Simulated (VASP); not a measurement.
# CdSe (F-43m) in VASP: single point with HSE06

Aim: the single point of CdSe with HSE06.

Program: VASP 6.6.1. These are calculated values, not measurements. Logs are shortened: lines on timing, memory, paths and dates and some standing lists are left out, and cuts for length are marked.

### Step 1. The cell of the first run

Symmetry: F-43m, No. 216, cubic system. Conventional cell: a = 6.060 Å, b = 6.060 Å, c = 6.060 Å, α = 90.00°, β = 90.00°, γ = 90.00°. Within 3.5 Å of Cd (site symmetry -43m) lie 4 Se at 2.62 Å. Se (site symmetry -43m) has 4 Cd at 2.62 Å within 3.5 Å.

### Step 2. Single point, HSE06 (strain -1.2%)

Input file POSCAR:

```
CdSe
1.0
    0.0000000000      3.0300472589      3.0300472589
    3.0300472589      0.0000000000      3.0300472589
    3.0300472589      3.0300472589      0.0000000000
Cd Se
1 1
Direct
    0.0000000000      0.0000000000      0.0000000000
    0.2500000000      0.2500000000      0.2500000000
```

Input file INCAR.step1:

```
SYSTEM = CdSe
PREC     = Accurate       ! precision mode
ENCUT    = 520            ! plane-wave cutoff, eV
EDIFF    = 1E-5           ! SCF threshold, eV
ISMEAR   = 0              ! smearing method
SIGMA    = 0.01           ! smearing width, eV
LREAL    = .FALSE.        ! projectors in reciprocal space
LASPH    = .TRUE.         ! aspherical terms in the spheres
NELM     = 60             ! most SCF steps
ALGO     = Normal         ! electronic algorithm
ISIF     = 2              ! what is computed and relaxed
LWAVE    = .TRUE.         ! write WAVECAR
LCHARG   = .FALSE.        ! write CHGCAR
NBANDS   = 16             ! bands
GGA      = PE             ! functional
```

Input file INCAR.step2:

```
SYSTEM = CdSe
PREC     = Accurate       ! precision mode
ENCUT    = 520            ! plane-wave cutoff, eV
EDIFF    = 1E-7           ! SCF threshold, eV
ISMEAR   = 0              ! smearing method
SIGMA    = 0.01           ! smearing width, eV
LREAL    = .FALSE.        ! projectors in reciprocal space
LASPH    = .TRUE.         ! aspherical terms in the spheres
NELM     = 60             ! most SCF steps
ALGO     = Normal         ! electronic algorithm
ISIF     = 2              ! what is computed and relaxed
LWAVE    = .FALSE.        ! write WAVECAR
LCHARG   = .FALSE.        ! write CHGCAR
GGA      = PE             ! functional
LHFCALC  = .TRUE.         ! exact exchange
HFSCREEN = 0.2079         ! screening, 1/A
PRECFOCK = Normal       
NBANDS   = 16             ! bands
ISTART   = 1
```

Input file KPOINTS:

```
Automatic mesh
0
G
  6 6 6
  0 0 0
```

Potentials or basis: VASP PAW PBE potentials, release 64 (Cd, Se).

Launch:

```console
> cat potpaw_PBE.64/Cd/POTCAR potpaw_PBE.64/Se/POTCAR > POTCAR
> cp INCAR.step1 INCAR
> mpirun -np 1 vasp_std > vasp.out
> cp INCAR.step2 INCAR
> mpirun -np 1 vasp_std > vasp.out
```

OUTCAR:

```text
SYSTEM = CdSe
   PREC = Accurate
   ENCUT = 520
   EDIFF = 1E-7
   ISMEAR = 0
   LREAL = .FALSE.
   LASPH = .TRUE.
   NELM = 60
   ISIF = 2
   GGA = PE
   LHFCALC = .TRUE.
   HFSCREEN = 0.2079
   PRECFOCK = Normal
   ISTART = 1

 ion  position               nearest neighbor table
   1  0.000  0.000  0.000-   2 2.62   2 2.62   2 2.62   2 2.62
   2  0.250  0.250  0.250-   1 2.62   1 2.62   1 2.62   1 2.62

  LATTYP: Found a face centered cubic cell.
 ALAT       =     6.0600945178

  Lattice vectors:

 A1 = (   0.0000000000,   3.0300472589,   3.0300472589)
 A2 = (   3.0300472589,   0.0000000000,   3.0300472589)
 A3 = (   3.0300472589,   3.0300472589,   0.0000000000)

Analysis of symmetry for initial positions (statically):
=====================================================================
 Subroutine PRICEL returns:
 Original cell was already a primitive cell.

 Routine SETGRP: Setting up the symmetry group for a
 face centered cubic supercell.

 Subroutine GETGRP returns: Found 24 space group operations
 (whereof 24 operations were pure point group operations)
 out of a pool of 48 trial point group operations.

The static configuration has the point symmetry T_d .

Analysis of symmetry for dynamics (positions and initial velocities):
=====================================================================
 Subroutine PRICEL returns:
 Original cell was already a primitive cell.

 Routine SETGRP: Setting up the symmetry group for a
 face centered cubic supercell.

 Subroutine GETGRP returns: Found 24 space group operations
 (whereof 24 operations were pure point group operations)
 out of a pool of 48 trial point group operations.

The dynamic configuration has the point symmetry T_d .

 Subroutine INISYM returns: Found 24 space group operations
 (whereof 24 operations are pure point group operations),
 and found     1 'primitive' translations

----------------------------------------------------------------------------------------

                                     Primitive cell

  volume of cell :      55.6389

  direct lattice vectors                    reciprocal lattice vectors
     0.000000000  3.030047259  3.030047259    -0.165013928  0.165013928  0.165013928
     3.030047259  0.000000000  3.030047259     0.165013928 -0.165013928  0.165013928
     3.030047259  3.030047259  0.000000000     0.165013928  0.165013928 -0.165013928

  length of vectors
     4.285133928  4.285133928  4.285133928     0.285812507  0.285812507  0.285812507

  position of ions in fractional coordinates (direct lattice)
     0.000000000  0.000000000  0.000000000
     0.250000000  0.250000000  0.250000000

  ion indices of the primitive-cell ions
   primitive index   ion index
                 1           1
                 2           2

----------------------------------------------------------------------------------------

 KPOINTS: Automatic mesh

Automatic generation of k-mesh.
 Grid dimensions read from file:
 generate k-points for:    6    6    6

 Generating k-lattice:

  Cartesian coordinates                     Fractional coordinates (reciprocal lattice)
    -0.027502321  0.027502321  0.027502321     0.166666667  0.000000000  0.000000000
     0.027502321 -0.027502321  0.027502321     0.000000000  0.166666667  0.000000000
     0.027502321  0.027502321 -0.027502321     0.000000000  0.000000000  0.166666667

  Length of vectors
     0.047635418  0.047635418  0.047635418

  Shift w.r.t. Gamma in fractional coordinates (k-lattice)
     0.000000000  0.000000000  0.000000000

 Subroutine IBZKPT returns following result:
 ===========================================

 Found     16 irreducible k-points:

 Following reciprocal coordinates:
            Coordinates               Weight
  0.000000  0.000000  0.000000      1.000000
  0.166667  0.000000  0.000000      8.000000
  0.333333  0.000000  0.000000      8.000000
  0.500000  0.000000  0.000000      4.000000
  0.166667  0.166667  0.000000      6.000000
  0.333333  0.166667  0.000000     24.000000
[... 8 lines left out ...]
 -0.333333  0.333333  0.166667     24.000000
 -0.333333  0.500000  0.166667     12.000000
   k-points           NKPTS =     16   k-points in BZ     NKDIM =    216   number of bands    NBANDS=     16
   number of dos      NEDOS =    301   number of ions     NIONS =      2
   total plane-waves  NPLWV =  32768
   dimension x,y,z NGX =    32 NGY =   32 NGZ =   32
   dimension x,y,z NGXF=    64 NGYF=   64 NGZF=   64
   ions per type =               1   1
   NGX,Y,Z   is equivalent  to a cutoff of  12.41, 12.41, 12.41 a.u.
   NGXF,Y,Z  is equivalent  to a cutoff of  24.83, 24.83, 24.83 a.u.
 SYSTEM =  CdSe
   PREC   = accura    normal or accurate (medium, high low for compatibility)
   ISTART =      1    job   : 0-new  1-cont  2-samecut
   ICHARG =      0    charge: 1-file 2-atom 10-const
   ISPIN  =      1    spin polarized calculation?
   LNONCOLLINEAR =      F non collinear calculations
   LSORBIT =      F    spin-orbit coupling
   LASPH  =      T    aspherical Exc in radial PAW
   ENCUT  =  520.0 eV  38.22 Ry    6.18 a.u.   7.97  7.97  7.97*2*pi/ulx,y,z
   NELM   =     60;   NELMIN=  2; NELMDL=  0     # of ELM steps
   EDIFF  = 0.1E-06   stopping-criterion for ELM
   LREAL  =      F    real-space projection
   EDIFFG = 0.1E-05   stopping-criterion for IOM
   NSW    =      0    number of steps for IOM
   IBRION =     -1    ionic relax: 0-MD 1-quasi-New 2-CG
   NFREE  =      0    steps in history (QN), initial steepest desc. (CG)
   ISIF   =      2    stress and relaxation
   ISYM   =      3    0-nonsym 1-usesym 2-fastsym
   POTIM  = 0.5000    time-step for ionic-motion
   TEBEG  =    0.0;   TEEND  =   0.0 temperature during run
   PSTRESS=    0.0 pullay stress
   NELECT =      18.0000    total number of electrons
   NUPDOWN=      -1.0000    fix difference up-down
   EMIN   =  10.00;   EMAX   =-10.00  energy-range for DOS
   EFERMI =   0.00;   METHOD = LEGACY
   ISMEAR =     0;   SIGMA  =   0.01  broadening in eV -4-tet -1-fermi 0-gaus
   EFERMI_NEDOS =   21; number of points for ismear=-14 and -15
   IALGO  =     38    algorithm
   IMIX   =      1    mixing-type and parameters
     AMIX     =   0.40;   BMIX     =  1.00
     AMIX_MAG =   1.60;   BMIX_MAG =  1.00
  volume/ion in A,a.u.               =      27.82       187.73
  Fermi-wavevector in a.u.,A,eV,Ry     =   1.123845  2.123758 17.184521  1.263027
  Thomas-Fermi vector in A             =   2.260513
   LORBIT       =      0    0 simple, 1 ext, 2 COOP (PROOUT), +10 PAW based schemes
   GGA     = PE    functional components
   LHFCALC =     T    Hartree Fock is set to
   PRECFOCK=normal    Normal, Fast or Accurate (Low or Medium for compatibility)
   ENCUT4O =  -1.0   cutoff for four orbital integrals eV
   NKREDX  =     1    reduce k-point grid by
   NKREDY  =     1    reduce k-point grid by
   NKREDZ  =     1    reduce k-point grid by
   AEXX    =    0.2500 exact exchange contribution
   HFSCREEN=    0.2079 screening length (either q_TF or 0.3 A-1)
   HFSCREENC=   0.2079 screening length for correlation (either q_TF or 0.3 A-1)
   ENCUTFOCK=  -1.0 apply spherical cutoff to Coloumb kernel
   IVDW    =     0    specifies the selected vdW correction
   LEPSILON=     F    determine dielectric tensor
   LRPA    =     F    only Hartree local field effects (RPA)
 non-spin polarized calculation
 Gauss-broadening in eV      SIGMA  =   0.01
  energy-cutoff  :      520.00
  volume of cell :       55.64
 maximum number of plane-waves:      1524
  NGX = 24; NGY = 24; NGZ = 24

 number of electron      17.9999998 magnetization

 Free energy of the ion-electron system (eV)
  ---------------------------------------------------
  ext. energy  EPLUGINS =         0.00000000
  ---------------------------------------------------
  free energy    TOTEN  =        -6.82812135 eV

  energy without entropy =       -6.82812135  energy(sigma->0) =       -6.82812135

 E-fermi :   0.4826     XC(G=0):  -7.4298

 val. band max:        0.4308360645   @ k =   0.0000   0.0000   0.0000
 cond. band min:       2.0090996858   @ k =   0.0000   0.0000   0.0000
 fundamental gap:      1.5782636213
 Fermi energy:         0.4825777002

 k-point     1 :       0.0000    0.0000    0.0000
  band No.  band energies     occupation
      1     -13.3386      2.00000
      2      -8.7347      2.00000
      3      -8.7347      2.00000
      4      -8.7347      2.00000
      5      -8.3461      2.00000
      6      -8.3461      2.00000
[... 8 lines left out ...]
     15      12.7127      0.00000
     16      12.7127      0.00000

 k-point     2 :       0.1667    0.0000    0.0000
  band No.  band energies     occupation
      1     -13.2350      2.00000
      2      -8.7053      2.00000
      3      -8.7053      2.00000
      4      -8.6331      2.00000
      5      -8.3472      2.00000
      6      -8.3472      2.00000
[... 8 lines left out ...]
     15      11.6526      0.00000
     16      12.1154      0.00000

 k-point     3 :       0.3333    0.0000    0.0000
  band No.  band energies     occupation
      1     -13.0265      2.00000
      2      -8.6558      2.00000
      3      -8.6557      2.00000
      4      -8.3373      2.00000
      5      -8.3373      2.00000
      6      -8.2980      2.00000
[... 8 lines left out ...]
     15      12.1552      0.00000
     16      12.1552      0.00000

 k-point     4 :       0.5000    0.0000    0.0000
  band No.  band energies     occupation
      1     -12.9227      2.00000
      2      -8.6374      2.00000
      3      -8.6374      2.00000
      4      -8.3246      2.00000
      5      -8.3246      2.00000
      6      -8.0027      2.00000
[... 8 lines left out ...]
     15      13.8899      0.00000
     16      13.8899      0.00000
[... 172 lines left out ...]
 k-point    14 :       0.5000    0.3333    0.1667
  band No.  band energies     occupation
      1     -12.8933      2.00000
      2      -8.5853      2.00000
      3      -8.5743      2.00000
      4      -8.4129      2.00000
      5      -8.3207      2.00000
      6      -8.0550      2.00000
[... 8 lines left out ...]
     15      13.9104      0.00000
     16      14.9047      0.00000

 k-point    15 :      -0.3333    0.3333    0.1667
  band No.  band energies     occupation
      1     -12.8272      2.00000
      2      -8.5762      2.00000
      3      -8.5491      2.00000
      4      -8.3803      2.00000
      5      -8.3358      2.00000
      6      -7.8483      2.00000
[... 8 lines left out ...]
     15      13.5838      0.00000
     16      14.8342      0.00000

 k-point    16 :      -0.3333    0.5000    0.1667
  band No.  band energies     occupation
      1     -12.7949      2.00000
      2      -8.5353      2.00000
      3      -8.5257      2.00000
      4      -8.4135      2.00000
      5      -8.3193      2.00000
      6      -7.8158      2.00000
[... 8 lines left out ...]
     15      14.5357      0.00000
     16      14.7650      0.00000

------------------------ aborting loop because EDIFF is reached ----------------------------------------

  FORCE on cell =-STRESS in cart. coord.  units (eV):
  Direction    XX          YY          ZZ          XY          YZ          ZX
  --------------------------------------------------------------------------------------
  -------------------------------------------------------------------------------------
  Total        0.8695444      0.8695444      0.8695444      0.0000000      0.0000000      0.0000000
  in kB       25.0394139     25.0394139     25.0394139      0.0000000      0.0000000      0.0000000
  external PRESSURE =      25.0394139 kB  Pullay stress =       0.0000000 kB

 VOLUME and BASIS-vectors are now :
 -----------------------------------------------------------------------------
  energy-cutoff  :      520.00
  volume of cell :       55.64
      direct lattice vectors                 reciprocal lattice vectors
     0.000000000  3.030047259  3.030047259    -0.165013928  0.165013928  0.165013928
     3.030047259  0.000000000  3.030047259     0.165013928 -0.165013928  0.165013928
     3.030047259  3.030047259  0.000000000     0.165013928  0.165013928 -0.165013928

 POSITION                                       TOTAL-FORCE (eV/Angst)
 -----------------------------------------------------------------------------------
      0.00000      0.00000      0.00000        -0.000000     -0.000000      0.000000
      1.51502      1.51502      1.51502         0.000000      0.000000     -0.000000
 -----------------------------------------------------------------------------------
    total drift:                                0.000017      0.000019      0.000012

  FREE ENERGIE OF THE ION-ELECTRON SYSTEM (eV)
  ---------------------------------------------------
  free  energy   TOTEN  =        -6.8281213544 eV

  energy  without entropy=       -6.8281213544  energy(sigma->0) =       -6.82812135
```

It took 52 min on 1 thread of AMD EPYC 7R13 (Zen 3), shared host; peak memory 0.28 GiB.

What came out:

- Free energy: -6.8281 eV
- Pressure: 2.5 GPa
- Band gap on the k mesh: 1.58 eV

Caveat: the cell differs from its parent crystal (strain -1.2%); the structure was generated, so it needn't be the stable form of CdSe; the PAW data sets were made with another functional, which shifts forces and pressure a little.
